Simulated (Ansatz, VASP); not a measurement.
One calculation of InP, two programs

```
In P
1.0
     0.00000    2.87068    2.87068
     2.87068    0.00000    2.87068
     2.87068    2.87068    0.00000
In P
1 1
Direct
  0.00000 0.00000 0.00000
  0.75000 0.75000 0.75000
```

Alike in both runs: task single point; functional HSE06; k mesh 4 × 4 × 4; occupations fermi-dirac, width 0.05 eV; no spin polarisation.

|  | VASP | Ansatz |
| --- | --- | --- |
| version | VASP 6.6.1 | Ansatz 0.2.0 |
| potentials or method | VASP PAW PBE potentials, release 64 (In_d, P) | Ansatz PAW |
| plane-wave cutoff (eV) | 520 | 420 |
| valence electrons in the cell | 18 | 18 |

```csv
,VASP,Ansatz,Ansatz less VASP
gap on the k mesh at the Fermi level (eV),1.91,1.91,+0.001
least direct gap on the mesh (eV),1.91,1.91,+0.001
pressure (GPa),7.0,7.2,+0.20
```

With one functional, cell and mesh, what is left measures potentials, basis and numerics.

The k mesh is coarse, so the values compare programs but aren't converged.
